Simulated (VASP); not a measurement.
# Hg (R-3m) in VASP: notebook, part 2 of 3

VASP 6.6.1. The steps go on from the part before.

### Step 3. Electric field gradients, PBE (22.70 Å³/atom)

This run uses another cell than the first one, of 22.70 Å³/atom.

File INCAR:

```
SYSTEM = Hg
PREC = Accurate ; ENCUT = 520
EDIFF = 1E-8 ; ISMEAR = -1
SIGMA = 0.03 ; LREAL = .False.
LASPH = .True. ; NELM = 100
ALGO = Normal ; ISIF = 2
LWAVE = .False. ; LCHARG = .False.
GGA = PE ; LEFG = .True.
NBANDS = 12
```

File KPOINTS:

```
regular mesh
0
Gamma
  12 12 12
  0 0 0
```

File POSCAR:

```
Hg
1.0
    1.7183893641      0.9921125620      2.2190062596
   -1.7183893641      0.9921125620      2.2190062596
    0.0000000000     -1.9842251239      2.2190062596
Hg
1
Direct
    0.0000000000      0.0000000000      0.0000000000
```

Potentials or basis: VASP PAW PBE potentials, release 64 (Hg).

On the command line:

```sh
$ cat potpaw_PBE.64/Hg/POTCAR > POTCAR
$ mpirun -np 1 vasp_std > vasp.out
```

OUTCAR:

```text
SYSTEM = Hg
   PREC = Accurate
   ENCUT = 520
   EDIFF = 1E-8
   ISMEAR = -1
   LREAL = .False.
   LASPH = .True.
   NELM = 100
   ISIF = 2
   GGA = PE

 ion  position               nearest neighbor table
   1  0.000  0.000  0.000-

  LATTYP: Found a trigonal (rhomboedric) cell.
 ALAT       =     2.9767663869
 COS(alpha) =     0.3335253405

  Lattice vectors:

 A1 = (   1.7183893641,   0.9921125620,   2.2190062596)
 A2 = (  -1.7183893641,   0.9921125620,   2.2190062596)
 A3 = (   0.0000000000,  -1.9842251239,   2.2190062596)

Analysis of symmetry for initial positions (statically):
=====================================================================
 Subroutine PRICEL returns:
 Original cell was already a primitive cell.

 Routine SETGRP: Setting up the symmetry group for a
 trigonal (rhombohedral) supercell.

 Subroutine GETGRP returns: Found 12 space group operations
 (whereof 12 operations were pure point group operations)
 out of a pool of 12 trial point group operations.

The static configuration has the point symmetry D_3d.

Analysis of symmetry for dynamics (positions and initial velocities):
=====================================================================
 Subroutine PRICEL returns:
 Original cell was already a primitive cell.

 Routine SETGRP: Setting up the symmetry group for a
 trigonal (rhombohedral) supercell.

 Subroutine GETGRP returns: Found 12 space group operations
 (whereof 12 operations were pure point group operations)
 out of a pool of 12 trial point group operations.

The dynamic configuration has the point symmetry D_3d.

 Subroutine INISYM returns: Found 12 space group operations
 (whereof 12 operations are pure point group operations),
 and found     1 'primitive' translations

----------------------------------------------------------------------------------------

                                     Primitive cell

  volume of cell :      22.6982

  direct lattice vectors                    reciprocal lattice vectors
     1.718389364  0.992112562  2.219006260     0.290970144  0.167991691  0.150217392
    -1.718389364  0.992112562  2.219006260    -0.290970144  0.167991691  0.150217392
     0.000000000 -1.984225124  2.219006260     0.000000000 -0.335983381  0.150217392

  length of vectors
     2.976766387  2.976766387  2.976766387     0.368035457  0.368035457  0.368035457

  position of ions in fractional coordinates (direct lattice)
     0.000000000  0.000000000  0.000000000

  ion indices of the primitive-cell ions
   primitive index   ion index
                 1           1

----------------------------------------------------------------------------------------

 KPOINTS: regular mesh

Automatic generation of k-mesh.
 Grid dimensions read from file:
 generate k-points for:   12   12   12

 Generating k-lattice:

  Cartesian coordinates                     Fractional coordinates (reciprocal lattice)
[... 66 lines left out ...]
   ISIF   =      2    stress and relaxation
   ISYM   =      2    0-nonsym 1-usesym 2-fastsym
   POTIM  = 0.5000    time-step for ionic-motion
   TEBEG  =    0.0;   TEEND  =   0.0 temperature during run
   PSTRESS=    0.0 pullay stress
   NELECT =      12.0000    total number of electrons
   NUPDOWN=      -1.0000    fix difference up-down
   EMIN   =  10.00;   EMAX   =-10.00  energy-range for DOS
   EFERMI =   0.00;   METHOD = LEGACY
   ISMEAR =    -1;   SIGMA  =   0.03  broadening in eV -4-tet -1-fermi 0-gaus
   EFERMI_NEDOS =   21; number of points for ismear=-14 and -15
   IALGO  =     38    algorithm
   IMIX   =      4    mixing-type and parameters
     AMIX     =   0.40;   BMIX     =  1.00
     AMIX_MAG =   1.60;   BMIX_MAG =  1.00
  volume/ion in A,a.u.               =      22.70       153.18
  Fermi-wavevector in a.u.,A,eV,Ry     =   1.323745  2.501516 23.841516  1.752302
  Thomas-Fermi vector in A             =   2.453331
   LORBIT       =      0    0 simple, 1 ext, 2 COOP (PROOUT), +10 PAW based schemes
   GGA     = PE    functional components
[... 5 lines left out ...]
 non-spin polarized calculation
  energy-cutoff  :      520.00
  volume of cell :       22.70
 maximum number of plane-waves:       632
 NGX is ok and might be reduce to    24
   NGX = 11   NGY = 11   NGZ = 11

 number of electron      12.0000001 magnetization

 Free energy of the ion-electron system (eV)
  ---------------------------------------------------
  ext. energy  EPLUGINS =         0.00000000
  ---------------------------------------------------
  free energy    TOTEN  =        -0.05542435 eV

  energy without entropy =       -0.05414705  energy(sigma->0) =       -0.05478570

 E-fermi :   3.0624     XC(G=0): -11.0562

 val. band max:        3.0590838603   @ k =  -0.3333   0.4167   0.2500
 cond. band min:       3.1312451900   @ k =   0.5000   0.1667   0.0833
 fundamental gap:      0.0721613297
 Fermi energy:         3.0624301402

 k-point     1 :       0.0000    0.0000    0.0000
  band No.  band energies     occupation
      1      -6.3821      2.00000
      2      -4.7607      2.00000
      3      -4.7607      2.00000
      4      -3.3974      2.00000
      5      -3.2180      2.00000
      6      -3.2180      2.00000
      7      15.4223      0.00000
      8      15.9617      0.00000
      9      15.9617      0.00000
     10      20.5446      0.00000
     11      21.8283      0.00000
     12      21.8283      0.00000
[... 331 lines left out ...]
 k-point    24 :      -0.4167    0.1667    0.0000
  band No.  band energies     occupation
      1      -5.0909      2.00000
      2      -4.5763      2.00000
      3      -3.6123      2.00000
      4      -3.4046      2.00000
      5      -3.0138      2.00000
      6       0.3368      2.00000
      7       2.9311      1.97524
      8      11.6072      0.00000
      9      16.0242      0.00000
     10      19.2177      0.00000
     11      22.1679      0.00000
     12      23.3406      0.00000

 [... further k-points ...]

------------------------ aborting loop because EDIFF is reached ----------------------------------------

  FORCE on cell =-STRESS in cart. coord.  units (eV):
  Direction    XX          YY          ZZ          XY          YZ          ZX
  --------------------------------------------------------------------------------------
  -------------------------------------------------------------------------------------
  Total        1.0168612      1.0168612      1.2805873     -0.0000000      0.0000000      0.0000000
  in kB       71.7761156     71.7761156     90.3914768     -0.0000000      0.0000000      0.0000000
  external PRESSURE =      77.9812360 kB  Pullay stress =       0.0000000 kB

 VOLUME and BASIS-vectors are now :
 -----------------------------------------------------------------------------
  energy-cutoff  :      520.00
  volume of cell :       22.70
      direct lattice vectors                 reciprocal lattice vectors
     1.718389364  0.992112562  2.219006260     0.290970144  0.167991691  0.150217392
    -1.718389364  0.992112562  2.219006260    -0.290970144  0.167991691  0.150217392
     0.000000000 -1.984225124  2.219006260     0.000000000 -0.335983381  0.150217392

 POSITION                                       TOTAL-FORCE (eV/Angst)
 -----------------------------------------------------------------------------------
      0.00000      0.00000      0.00000         0.000000     -0.000000      0.000000
 -----------------------------------------------------------------------------------
    total drift:                                0.000000     -0.000000      0.000000

  FREE ENERGIE OF THE ION-ELECTRON SYSTEM (eV)
  ---------------------------------------------------
  free  energy   TOTEN  =        -0.0554243542 eV

  energy  without entropy=       -0.0541470482  energy(sigma->0) =       -0.05478570

 Electric field gradients (V/A^2)
---------------------------------------------------------------------
 ion       V_xx      V_yy      V_zz      V_xy      V_xz      V_yz
---------------------------------------------------------------------
   1      76.743    76.743  -153.486     0.000     0.000    -0.000
---------------------------------------------------------------------

 Electric field gradients after diagonalization (V/A^2)
 (convention: |V_zz| > |V_xx| > |V_yy|)
----------------------------------------------------------------------
 ion       V_xx      V_yy      V_zz     asymmetry (V_yy - V_xx)/ V_zz
----------------------------------------------------------------------
   1      76.743    76.743  -153.486       0.000
----------------------------------------------------------------------

           NMR quadrupolar parameters

 Cq : quadrupolar parameter    Cq=e*Q*V_zz/h
 eta: asymmetry parameters     (V_yy - V_xx)/ V_zz
 Q  : nuclear electric quadrupole moment in mb (millibarn)
----------------------------------------------------------------------
 ion       Cq(MHz)       eta       Q (mb)
----------------------------------------------------------------------
   1      -0.371       0.000       1.000
----------------------------------------------------------------------
```

stdout:

```text
POSCAR found type information on POSCAR Hg
 POSCAR found :  1 types and       1 ions
 scaLAPACK will be used
 LDA part: xc-table for (Slater+PW92), standard interpolation
 POSCAR, INCAR and KPOINTS ok, starting setup
 FFT: planning ... GRIDC
 FFT: planning ... GRID_SOFT
 FFT: planning ... GRID
 WAVECAR not read
 entering main loop
ion   1
```

It took 14 s on 1 thread of Intel Xeon Platinum 8488C (Sapphire Rapids), shared host; peak memory 0.17 GiB.

What came out:

```yaml
Free_energy: -0.0554 eV
Pressure: 7.8 GPa
Band_gap_on_the_k_mesh: zero (bands 6 and 7 overlap by 3.46 eV)
Largest_electric_field_gradient_by_atom: Hg -153.5 V/Å²
```

Electric field gradients, principal values (V/Å²):
```csv
atom,least,middle,greatest (by size)
1 Hg,76.743,76.743,-153.486
```

Caveat: the cell stands under pressure; without QUAD_EFG the Cq values of the log hold for a quadrupole moment of 1 mb, not for the nuclei; spin-orbit coupling is left out, which moves the levels of the heavy elements.

### Step 4. Electric field gradients, PBE

This run uses another cell than the first one, of 23.16 Å³/atom.

File INCAR:

```
SYSTEM = Hg
PREC = Accurate
ENCUT = 520
EDIFF = 1E-8
ISMEAR = -1
SIGMA = 0.03
LREAL = .False.
LASPH = .True.
NELM = 60
ALGO = Normal
ISIF = 2
LWAVE = .False.
LCHARG = .False.
GGA = PE
LEFG = .True.
NBANDS = 12
```

KPOINTS is that of step 3.

File POSCAR:

```
Hg
1.0
    1.7300004553      0.9988162286      2.2340000000
   -1.7300004553      0.9988162286      2.2340000000
    0.0000000000     -1.9976324571      2.2340000000
Hg
1
Direct
    0.0000000000      0.0000000000      0.0000000000
```

Potentials or basis: VASP PAW PBE potentials, release 64 (Hg).

On the command line:

```sh
$ cat potpaw_PBE.64/Hg/POTCAR > POTCAR
$ mpirun -np 1 vasp_std > vasp.out
```

OUTCAR:

```text
SYSTEM = Hg
   PREC = Accurate
   ENCUT = 520
   EDIFF = 1E-8
   ISMEAR = -1
   LREAL = .False.
   LASPH = .True.
   NELM = 60
   ISIF = 2
   GGA = PE

 ion  position               nearest neighbor table
   1  0.000  0.000  0.000-

  LATTYP: Found a trigonal (rhomboedric) cell.
 ALAT       =     2.9968802835
 COS(alpha) =     0.3335253405

  Lattice vectors:

 A1 = (   1.7300004553,   0.9988162286,   2.2340000000)
 A2 = (  -1.7300004553,   0.9988162286,   2.2340000000)
 A3 = (   0.0000000000,  -1.9976324571,   2.2340000000)

Analysis of symmetry for initial positions (statically):
=====================================================================
 Subroutine PRICEL returns:
 Original cell was already a primitive cell.

 Routine SETGRP: Setting up the symmetry group for a
 trigonal (rhombohedral) supercell.

 Subroutine GETGRP returns: Found 12 space group operations
 (whereof 12 operations were pure point group operations)
 out of a pool of 12 trial point group operations.

The static configuration has the point symmetry D_3d.

Analysis of symmetry for dynamics (positions and initial velocities):
=====================================================================
 Subroutine PRICEL returns:
 Original cell was already a primitive cell.

 Routine SETGRP: Setting up the symmetry group for a
 trigonal (rhombohedral) supercell.

 Subroutine GETGRP returns: Found 12 space group operations
 (whereof 12 operations were pure point group operations)
 out of a pool of 12 trial point group operations.

The dynamic configuration has the point symmetry D_3d.

[... 161 lines left out ...]
      9      15.6429      0.00000
     10      20.1570      0.00000
     11      21.4204      0.00000
     12      21.4204      0.00000
[... 331 lines left out ...]
 k-point    24 :      -0.4167    0.1667    0.0000
  band No.  band energies     occupation
      1      -5.1466      2.00000
      2      -4.6538      2.00000
      3      -3.7245      2.00000
      4      -3.5302      2.00000
      5      -3.1542      2.00000
      6       0.1822      2.00000
      7       2.7751      1.93435
      8      11.3326      0.00000
      9      15.7120      0.00000
     10      18.9115      0.00000
     11      21.7559      0.00000
     12      22.9676      0.00000

 [... further k-points ...]

------------------------ aborting loop because EDIFF is reached ----------------------------------------

  FORCE on cell =-STRESS in cart. coord.  units (eV):
  Direction    XX          YY          ZZ          XY          YZ          ZX
  --------------------------------------------------------------------------------------
  -------------------------------------------------------------------------------------
  Total        0.8907278      0.8907278      1.0664656      0.0000000      0.0000000      0.0000000
  in kB       61.6154103     61.6154103     73.7719408      0.0000000      0.0000000      0.0000000
  external PRESSURE =      65.6675871 kB  Pullay stress =       0.0000000 kB

 VOLUME and BASIS-vectors are now :
 -----------------------------------------------------------------------------
  energy-cutoff  :      520.00
  volume of cell :       23.16
      direct lattice vectors                 reciprocal lattice vectors
     1.730000455  0.998816229  2.234000000     0.289017265  0.166864196  0.149209191
    -1.730000455  0.998816229  2.234000000    -0.289017265  0.166864196  0.149209191
     0.000000000 -1.997632457  2.234000000     0.000000000 -0.333728391  0.149209191

 POSITION                                       TOTAL-FORCE (eV/Angst)
 -----------------------------------------------------------------------------------
      0.00000      0.00000      0.00000         0.000000      0.000000      0.000000
 -----------------------------------------------------------------------------------
    total drift:                               -0.000000     -0.000000      0.000000

  FREE ENERGIE OF THE ION-ELECTRON SYSTEM (eV)
  ---------------------------------------------------
  free  energy   TOTEN  =        -0.0764340070 eV

  energy  without entropy=       -0.0751082813  energy(sigma->0) =       -0.07577114

 Electric field gradients (V/A^2)
---------------------------------------------------------------------
 ion       V_xx      V_yy      V_zz      V_xy      V_xz      V_yz
---------------------------------------------------------------------
   1      73.304    73.304  -146.608     0.000    -0.000    -0.000
---------------------------------------------------------------------

 Electric field gradients after diagonalization (V/A^2)
 (convention: |V_zz| > |V_xx| > |V_yy|)
----------------------------------------------------------------------
 ion       V_xx      V_yy      V_zz     asymmetry (V_yy - V_xx)/ V_zz
----------------------------------------------------------------------
   1      73.304    73.304  -146.608       0.000
----------------------------------------------------------------------

           NMR quadrupolar parameters

 Cq : quadrupolar parameter    Cq=e*Q*V_zz/h
 eta: asymmetry parameters     (V_yy - V_xx)/ V_zz
 Q  : nuclear electric quadrupole moment in mb (millibarn)
----------------------------------------------------------------------
 ion       Cq(MHz)       eta       Q (mb)
----------------------------------------------------------------------
   1      -0.354       0.000       1.000
----------------------------------------------------------------------
```

stdout:

```text
POSCAR found type information on POSCAR Hg
 POSCAR found :  1 types and       1 ions
 scaLAPACK will be used
 LDA part: xc-table for (Slater+PW92), standard interpolation
 POSCAR, INCAR and KPOINTS ok, starting setup
 FFT: planning ... GRIDC
 FFT: planning ... GRID_SOFT
 FFT: planning ... GRID
 WAVECAR not read
 entering main loop
ion   1
```

It took 17 s on 1 thread of Intel Xeon Platinum 8488C (Sapphire Rapids), shared host; peak memory 0.18 GiB.

What came out:

| Item | Value |
| --- | --- |
| Free energy | -0.0764 eV |
| Pressure | 6.6 GPa |
| Band gap on the k mesh | zero (bands 6 and 7 overlap by 3.28 eV) |
| Largest electric field gradient by atom | Hg -146.6 V/Å² |

Electric field gradients, principal values (V/Å²):
```tsv
atom	least	middle	greatest (by size)
1 Hg	73.304	73.304	-146.608
```

Caveat: the cell stands under pressure; without QUAD_EFG the Cq values of the log hold for a quadrupole moment of 1 mb, not for the nuclei; spin-orbit coupling is left out, which moves the levels of the heavy elements.

[end of part 2 of 3]
